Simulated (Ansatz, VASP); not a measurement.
**Two plane-wave programs on CO2**

```xyz
12
Lattice="5.5753 0.0000 0.0000 0.0000 5.5753 0.0000 0.0000 0.0000 5.5753" Properties=species:S:1:pos:R:3 pbc="T T T"
C     0.0000    0.0000    0.0000
C     2.7876    0.0000    2.7876
C     2.7876    2.7876    0.0000
C     0.0000    2.7876    2.7876
O     0.6698    0.6698    0.6698
O     2.1178    4.9054    3.4575
O     3.4575    2.1178    4.9054
O     4.9054    3.4575    2.1178
O     4.9054    4.9054    4.9054
O     3.4575    0.6698    2.1178
O     2.1178    3.4575    0.6698
O     0.6698    2.1178    3.4575
```

Alike in both runs: functional r2SCAN; k mesh 4 × 4 × 4; occupations gaussian, width 0.02 eV; no spin polarisation.

Ansatz relaxed the structure, and its values are those at the end. VASP's run is a single point on that final structure, the one shown.

```csv
,VASP,Ansatz
version,VASP 6.6.1,Ansatz 0.2.0
potentials or method,"VASP PAW PBE potentials, release 64 (C, O), cutoff 520 eV","scalar-relativistic, plane waves, PAW"
valence electrons in the cell,64,64
```

VASP gave:

- gap on the k mesh at the Fermi level (eV): 7.50
- least direct gap on the mesh (eV): 7.50
- pressure (GPa): 1.9
- rms of the force components (eV/Å): 0.370

Q: Which values does Ansatz return?

A: gap on the k mesh at the Fermi level (eV): 7.52; least direct gap on the mesh (eV): 7.52; pressure (GPa): 0.0; rms of the force components (eV/Å): 0.001.

VASP's potentials were made for PBE, not for r2SCAN. One of these differences is far larger than is usual between the two programs; its cause wasn't traced. With one functional, cell and mesh, what is left measures potentials, basis and numerics.

Noted on VASP's run: the standard files for N, O and F lose accuracy on very short bonds.
